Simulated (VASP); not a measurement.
Here is a VASP 6.6.1 calculation.

Contents of INCAR:

```
SYSTEM = SnO2
PREC = Accurate
ENCUT = 520
EDIFF = 1E-7
ISMEAR = 0
SIGMA = 0.02
LREAL = .False.
LASPH = .True.
NELM = 60
ALGO = Normal
ISIF = 2
LWAVE = .False.
LCHARG = .False.
GGA = CA
NBANDS = 35
```

File KPOINTS:

```
Automatic mesh
0
Gamma
  6 6 8
  0 0 0
```

Contents of POSCAR:

```
SnO2
1.0
    4.7212714757      0.0000000000      0.0000000000
    0.0000000000      4.7242464866      0.0000000000
    0.0000000000      0.0000000000      3.0624186269
Sn O
2 4
Direct
    0.5000000000      0.5000000000      0.5000000000
    0.0000000000      0.0000000000      0.0000000000
    0.3033272781      0.3042309753      0.0000000000
    0.8033272781      0.1957690247      0.5000000000
    0.1966727219      0.8042309753      0.5000000000
    0.6966727219      0.6957690247      0.0000000000
```

Potentials or basis: VASP PAW LDA potentials, release 64 (Sn_d, O).

Launch:

```sh
$ cat potpaw_LDA.64/Sn_d/POTCAR potpaw_LDA.64/O/POTCAR > POTCAR
$ mpirun -np 1 vasp_std > vasp.out
```

Question: Estimate the largest force.

Answer: 0.037 eV/Å.

Question: Estimate the band gap on the k mesh.

Answer: 1.75 eV.

Forces on the atoms (eV/Å):
```
Sn   0.000  0.000  0.000
Sn   0.000  0.000  0.000
O   -0.026 -0.026  0.000
O   -0.026  0.026  0.000
O    0.026 -0.026  0.000
O    0.026  0.026  0.000
```

Caveat: the cell differs from its parent crystal (strain along c alone, the other axes held: -4.0 %, then relaxed in part); spin-orbit coupling is left out, which moves the levels of the heavy elements.
